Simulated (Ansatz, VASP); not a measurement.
# One calculation of Si, two programs

```
Si
1.0
     0.00000    1.90641    1.90641
     1.90641    0.00000    1.90641
     1.90641    1.90641    0.00000
Si
1
Direct
  0.00000 0.00000 0.00000
```

Alike in both runs: functional r2SCAN; k mesh 18 × 18 × 18; occupations gaussian, width 0.1 eV; no spin polarisation.

Ansatz relaxed the structure, and its values are those at the end. VASP's run is a single point on that final structure, the one shown.

```csv
,VASP,Ansatz
version,VASP 6.6.1,Ansatz 0.2.0
potentials or method,"VASP PAW PBE potentials, release 64 (Si), cutoff 520 eV","scalar-relativistic, plane waves, PAW"
valence electrons in the cell,4,4
```

|  | VASP | Ansatz | Ansatz less VASP |
| --- | --- | --- | --- |
| gap on the k mesh at the Fermi level (eV) | none | none | - |
| pressure (GPa) | 0.1 | 0.0 | -0.10 |

VASP's potentials were made for PBE, not for r2SCAN. A gap of «none» marks a metal or a gap that the smearing closes.
